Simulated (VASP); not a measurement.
# MgO (P6_3mc) in VASP: density of states with PBE

Aim: the density of states of MgO with PBE.

All numbers are computed with VASP 6.6.1; they aren't measurements. Logs are shortened: lines on timing, memory, paths and dates and some standing lists are left out, and cuts for length are marked.

### Step 1. The cell of the first run

The structure is hexagonal, space group P6_3mc (No. 186). Conventional cell: a = 3.308 Å, b = 3.308 Å, c = 4.983 Å, α = 90.00°, β = 90.00°, γ = 120.00°. Mg (site symmetry 3m) has 4 O at 1.97 to 1.99 Å within 2.6 Å. O (site symmetry 3m) has 4 Mg at 1.97 to 1.99 Å within 2.6 Å.

### Step 2. Density of states, PBE

POSCAR reads:

```
MgO
1.0
    3.3077869865      0.0000000000      0.0000000000
   -1.6538934933      2.8646275606      0.0000000000
    0.0000000000      0.0000000000      4.9828816700
Mg O
2 2
Direct
    0.3333333300      0.6666666700      0.0021597400
    0.6666666700      0.3333333300      0.5021597400
    0.3333333300      0.6666666700      0.4024402600
    0.6666666700      0.3333333300      0.9024402600
```

INCAR.step1 reads:

```
SYSTEM = MgO
PREC     = Accurate       ! precision mode
ENCUT    = 520            ! plane-wave cutoff, eV
EDIFF    = 1E-6           ! SCF threshold, eV
ISMEAR   = 0              ! smearing method
SIGMA    = 0.05           ! smearing width, eV
LREAL    = .FALSE.        ! projectors in reciprocal space
LASPH    = .TRUE.         ! aspherical terms in the spheres
NELM     = 100            ! most SCF steps
ALGO     = Normal         ! electronic algorithm
ISIF     = 2              ! what is computed and relaxed
LWAVE    = .FALSE.        ! write WAVECAR
LCHARG   = .TRUE.         ! write CHGCAR
GGA      = PE             ! functional
NBANDS   = 16             ! bands
```

KPOINTS.step1 reads:

```
Automatic mesh
0
G
  12 12 6
  0 0 0
```

INCAR.step2 reads:

```
SYSTEM = MgO
PREC     = Accurate       ! precision mode
ENCUT    = 520            ! plane-wave cutoff, eV
EDIFF    = 1E-6           ! SCF threshold, eV
ISMEAR   = -5             ! smearing method
SIGMA    = 0.05           ! smearing width, eV
LREAL    = .FALSE.        ! projectors in reciprocal space
LASPH    = .TRUE.         ! aspherical terms in the spheres
NELM     = 100            ! most SCF steps
ALGO     = Normal         ! electronic algorithm
ISIF     = 2              ! what is computed and relaxed
LWAVE    = .FALSE.        ! write WAVECAR
LCHARG   = .FALSE.        ! write CHGCAR
GGA      = PE             ! functional
LORBIT   = 11             ! projections on sites
NEDOS    = 1001           ! points of the DOS
ICHARG   = 11             ! starting density
```

KPOINTS.step2 reads:

```
Automatic mesh
0
G
  18 18 9
  0 0 0
```

Potentials or basis: VASP PAW PBE potentials, release 64 (Mg, O).

Command:

```bash
$ cat potpaw_PBE.64/Mg/POTCAR potpaw_PBE.64/O/POTCAR > POTCAR
$ cp INCAR.step1 INCAR
$ cp KPOINTS.step1 KPOINTS
$ mpirun -np 1 vasp_std > vasp.out
$ cp INCAR.step2 INCAR
$ cp KPOINTS.step2 KPOINTS
$ mpirun -np 1 vasp_std > vasp.out
```

OUTCAR:

```text
SYSTEM = MgO
   PREC = Accurate
   ENCUT = 520
   EDIFF = 1E-6
   ISMEAR = -5
   LREAL = .FALSE.
   LASPH = .TRUE.
   NELM = 100
   ISIF = 2
   GGA = PE
   LORBIT = 11
   ICHARG = 11

 ion  position               nearest neighbor table
   1  0.333  0.667  0.002-   4 1.97   4 1.97   4 1.97   3 1.99   2 3.14   2 3.14   2 3.14   2 3.14
                             2 3.14   2 3.14
   2  0.667  0.333  0.502-   3 1.97   3 1.97   3 1.97   4 1.99   1 3.14   1 3.14   1 3.14   1 3.14
                             1 3.14   1 3.14
   3  0.333  0.667  0.402-   2 1.97   2 1.97   2 1.97   1 1.99
   4  0.667  0.333  0.902-   1 1.97   1 1.97   1 1.97   2 1.99

  LATTYP: Found a hexagonal cell.
 ALAT       =     3.3077869865
 C/A-ratio  =     1.5064094787

  Lattice vectors:

 A1 = (   3.3077869865,   0.0000000000,   0.0000000000)
 A2 = (  -1.6538934933,   2.8646275606,   0.0000000000)
 A3 = (   0.0000000000,   0.0000000000,   4.9828816700)

Analysis of symmetry for initial positions (statically):
=====================================================================
 Subroutine PRICEL returns:
 Original cell was already a primitive cell.

 Routine SETGRP: Setting up the symmetry group for a
 hexagonal supercell.

 Subroutine GETGRP returns: Found 12 space group operations
 (whereof  6 operations were pure point group operations)
 out of a pool of 24 trial point group operations.

The static configuration has the point symmetry C_3v.
 The point group associated with its full space group is C_6v.

Analysis of symmetry for dynamics (positions and initial velocities):
=====================================================================
 Subroutine PRICEL returns:
 Original cell was already a primitive cell.

 Routine SETGRP: Setting up the symmetry group for a
 hexagonal supercell.

 Subroutine GETGRP returns: Found 12 space group operations
 (whereof  6 operations were pure point group operations)
 out of a pool of 24 trial point group operations.

The dynamic configuration has the point symmetry C_3v.
 The point group associated with its full space group is C_6v.

 Subroutine INISYM returns: Found 12 space group operations
 (whereof  6 operations are pure point group operations),
 and found     1 'primitive' translations

----------------------------------------------------------------------------------------

                                     Primitive cell

  volume of cell :      47.2157

  direct lattice vectors                    reciprocal lattice vectors
     3.307786987  0.000000000  0.000000000     0.302316928  0.174542760  0.000000000
    -1.653893493  2.864627561  0.000000000     0.000000000  0.349085519  0.000000000
     0.000000000  0.000000000  4.982881670     0.000000000  0.000000000  0.200687086

  length of vectors
     3.307786987  3.307786987  4.982881670     0.349085519  0.349085519  0.200687086

  position of ions in fractional coordinates (direct lattice)
     0.333333330  0.666666670  0.002159740
     0.666666670  0.333333330  0.502159740
     0.333333330  0.666666670  0.402440260
     0.666666670  0.333333330  0.902440260

  ion indices of the primitive-cell ions
   primitive index   ion index
                 1           1
                 2           2
                 3           3
                 4           4

----------------------------------------------------------------------------------------

 KPOINTS: Automatic mesh

Automatic generation of k-mesh.
 Grid dimensions read from file:
 generate k-points for:   18   18    9

 Generating k-lattice:

  Cartesian coordinates                     Fractional coordinates (reciprocal lattice)
     0.016795385  0.009696820  0.000000000     0.055555556 -0.000000000  0.000000000
     0.000000000  0.019393640  0.000000000     0.000000000  0.055555556  0.000000000
     0.000000000  0.000000000  0.022298565     0.000000000  0.000000000  0.111111111

  Length of vectors
     0.019393640  0.019393640  0.022298565

  Shift w.r.t. Gamma in fractional coordinates (k-lattice)
     0.000000000  0.000000000  0.000000000

 TETIRR: Found   2805 inequivalent tetrahedra from    17496

 Subroutine IBZKPT returns following result:
 ===========================================

 Found    185 irreducible k-points:

 Following reciprocal coordinates:
            Coordinates               Weight
  0.000000  0.000000  0.000000      1.000000
  0.055556  0.000000  0.000000      6.000000
  0.111111  0.000000  0.000000      6.000000
  0.166667  0.000000  0.000000      6.000000
  0.222222 -0.000000  0.000000      6.000000
  0.277778  0.000000  0.000000      6.000000
[... 16 lines left out ...]
  0.333333  0.111111  0.000000     12.000000
  0.388889  0.111111  0.000000     12.000000
 [... further k-points ...]
   k-points           NKPTS =    185   k-points in BZ     NKDIM =    185   number of bands    NBANDS=     12
   number of dos      NEDOS =   1001   number of ions     NIONS =      4
   total plane-waves  NPLWV =  31360
   dimension x,y,z NGX =    28 NGY =   28 NGZ =   40
   dimension x,y,z NGXF=    56 NGYF=   56 NGZF=   80
   ions per type =               2   2
   NGX,Y,Z   is equivalent  to a cutoff of  14.07, 14.07, 13.35 a.u.
   NGXF,Y,Z  is equivalent  to a cutoff of  28.15, 28.15, 26.69 a.u.
 SYSTEM =  MgO
   PREC   = accura    normal or accurate (medium, high low for compatibility)
   ISTART =      0    job   : 0-new  1-cont  2-samecut
   ICHARG =     11    charge: 1-file 2-atom 10-const
   ISPIN  =      1    spin polarized calculation?
   LNONCOLLINEAR =      F non collinear calculations
   LSORBIT =      F    spin-orbit coupling
   LASPH  =      T    aspherical Exc in radial PAW
   ENCUT  =  520.0 eV  38.22 Ry    6.18 a.u.   6.15  6.15  9.26*2*pi/ulx,y,z
   NELM   =    100;   NELMIN=  2; NELMDL=  0     # of ELM steps
   EDIFF  = 0.1E-05   stopping-criterion for ELM
   LREAL  =      F    real-space projection
   EDIFFG = 0.1E-04   stopping-criterion for IOM
   NSW    =      0    number of steps for IOM
   IBRION =     -1    ionic relax: 0-MD 1-quasi-New 2-CG
   NFREE  =      0    steps in history (QN), initial steepest desc. (CG)
   ISIF   =      2    stress and relaxation
   ISYM   =      2    0-nonsym 1-usesym 2-fastsym
   POTIM  = 0.5000    time-step for ionic-motion
   TEBEG  =    0.0;   TEEND  =   0.0 temperature during run
   PSTRESS=    0.0 pullay stress
   NELECT =      16.0000    total number of electrons
   NUPDOWN=      -1.0000    fix difference up-down
   EMIN   =  10.00;   EMAX   =-10.00  energy-range for DOS
   EFERMI =   0.00;   METHOD = LEGACY
   ISMEAR =    -5;   SIGMA  =   0.05  broadening in eV -4-tet -1-fermi 0-gaus
   EFERMI_NEDOS =   21; number of points for ismear=-14 and -15
   IALGO  =     38    algorithm
   IMIX   =      4    mixing-type and parameters
     AMIX     =   0.40;   BMIX     =  1.00
     AMIX_MAG =   1.60;   BMIX_MAG =  1.00
  volume/ion in A,a.u.               =      11.80        79.66
  Fermi-wavevector in a.u.,A,eV,Ry     =   1.141351  2.156842 17.724080  1.302683
  Thomas-Fermi vector in A             =   2.278052
   LORBIT       =     11    0 simple, 1 ext, 2 COOP (PROOUT), +10 PAW based schemes
   GGA     = PE    functional components
   LHFCALC =     F    Hartree Fock is set to
   AEXX    =    0.0000 exact exchange contribution
   IVDW    =     0    specifies the selected vdW correction
   LEPSILON=     F    determine dielectric tensor
   LRPA    =     F    only Hartree local field effects (RPA)
 non-spin polarized calculation
 Fermi weights with tetrahedron method with Bloechl corrections
  energy-cutoff  :      520.00
  volume of cell :       47.22
 maximum number of plane-waves:      1303
 NGX is ok and might be reduce to    28

 number of electron      15.9999997 magnetization

 Free energy of the ion-electron system (eV)
  ---------------------------------------------------
  ext. energy  EPLUGINS =         0.00000000
  ---------------------------------------------------
  free energy    TOTEN  =       -23.52017739 eV

  energy without entropy =      -23.52017739  energy(sigma->0) =      -23.52017739

 E-fermi :   1.1707     XC(G=0):  -9.7437

 val. band max:        1.1579459553   @ k =   0.0000   0.0000   0.0000
 cond. band min:       4.6210725474   @ k =   0.0000   0.0000   0.0000
 fundamental gap:      3.4631265921
 Fermi energy:         1.1706759337

 k-point     1 :       0.0000    0.0000    0.0000
  band No.  band energies     occupation
      1     -15.1163      2.00000
      2     -14.3053      2.00000
      3      -2.1261      2.00000
      4       0.3690      2.00000
      5       0.3690      2.00000
      6       0.7105      2.00000
      7       0.7105      2.00000
      8       1.1579      2.00000
      9       4.6211      0.00000
     10       9.6712      0.00000
     11      11.5027      0.00000
     12      15.2400      0.00000

 k-point     2 :       0.0556    0.0000    0.0000
  band No.  band energies     occupation
      1     -15.1005      2.00000
      2     -14.2999      2.00000
      3      -2.0960      2.00000
      4       0.2965      2.00000
      5       0.3468      2.00000
      6       0.5994      2.00000
      7       0.7136      2.00000
      8       1.1473      2.00000
      9       4.7780      0.00000
     10       9.7629      0.00000
     11      11.4734      0.00000
     12      14.7541      0.00000
[... 301 lines left out ...]
 k-point    23 :       0.3333    0.1111    0.0000
  band No.  band energies     occupation
      1     -14.5509      2.00000
      2     -14.2084      2.00000
      3      -1.6888      2.00000
      4      -0.9473      2.00000
      5      -0.7902      2.00000
      6      -0.2167      2.00000
      7       0.4855      2.00000
      8       0.5259      2.00000
      9       8.4083      0.00000
     10       9.7601      0.00000
     11      10.6456      0.00000
     12      12.2856      0.00000

 k-point    24 :       0.3889    0.1111    0.0000
  band No.  band energies     occupation
      1     -14.4773      2.00000
      2     -14.2202      2.00000
      3      -1.8374      2.00000
      4      -0.9678      2.00000
      5      -0.6317      2.00000
      6      -0.2879      2.00000
      7       0.3630      2.00000
      8       0.4750      2.00000
      9       8.8376      0.00000
     10       9.5181      0.00000
     11      10.4972      0.00000
     12      12.0162      0.00000

 [... further k-points ...]
[... 5 lines left out ...]
  --------------------------------------------------------------------------------------
  -------------------------------------------------------------------------------------
  Total        0.8485079      0.8485079      0.9159439     -0.0000000      0.0000000      0.0000000
  in kB       28.7925529     28.7925529     31.0808696     -0.0000000      0.0000000      0.0000000
  external PRESSURE =      29.5553251 kB  Pullay stress =       0.0000000 kB

 VOLUME and BASIS-vectors are now :
 -----------------------------------------------------------------------------
  energy-cutoff  :      520.00
  volume of cell :       47.22
      direct lattice vectors                 reciprocal lattice vectors
     3.307786987  0.000000000  0.000000000     0.302316928  0.174542760  0.000000000
    -1.653893493  2.864627561  0.000000000     0.000000000  0.349085519  0.000000000
     0.000000000  0.000000000  4.982881670     0.000000000  0.000000000  0.200687086

 POSITION                                       TOTAL-FORCE (eV/Angst)
 -----------------------------------------------------------------------------------
     -0.00000      1.90975      0.01076        -0.000000     -0.000000      0.008250
      1.65389      0.95488      2.50220         0.000000     -0.000000      0.008250
     -0.00000      1.90975      2.00531         0.000000      0.000000     -0.008250
      1.65389      0.95488      4.49675         0.000000     -0.000000     -0.008250
 -----------------------------------------------------------------------------------
    total drift:                               -0.000017      0.000010      0.000998

  FREE ENERGIE OF THE ION-ELECTRON SYSTEM (eV)
  ---------------------------------------------------
  free  energy   TOTEN  =       -23.5201773866 eV

  energy  without entropy=      -23.5201773866  energy(sigma->0) =      -23.52017739

 total charge

# of ion       s       p       d       tot
------------------------------------------
    1        0.166   0.189   0.080   0.436
    2        0.166   0.189   0.080   0.436
    3        1.545   3.549   0.000   5.094
    4        1.545   3.549   0.000   5.094
--------------------------------------------------
tot          3.423   7.477   0.161  11.060
```

It took 91 s on 1 thread of Intel Xeon Platinum 8259CL at 2.50GHz (Skylake/Cascade Lake), shared host; peak memory 0.24 GiB.

Results:

| Item | Value |
| --- | --- |
| Valence electrons inside the program's atomic spheres | Mg 0.44; O 5.09 |

Levels at points of the mesh, in eV from the valence-band top:
```
           k point  band 4  band 5  band 6  band 7  band 8  band 9  band 10  band 11  band 12
(0.00, 0.00, 0.00)   -0.79   -0.79   -0.45   -0.45    0.00    3.46     8.51    10.34    14.08
(0.50, 0.00, 0.00)   -2.20   -1.76   -1.32   -0.83   -0.52    7.76     8.08     9.22    10.75
```
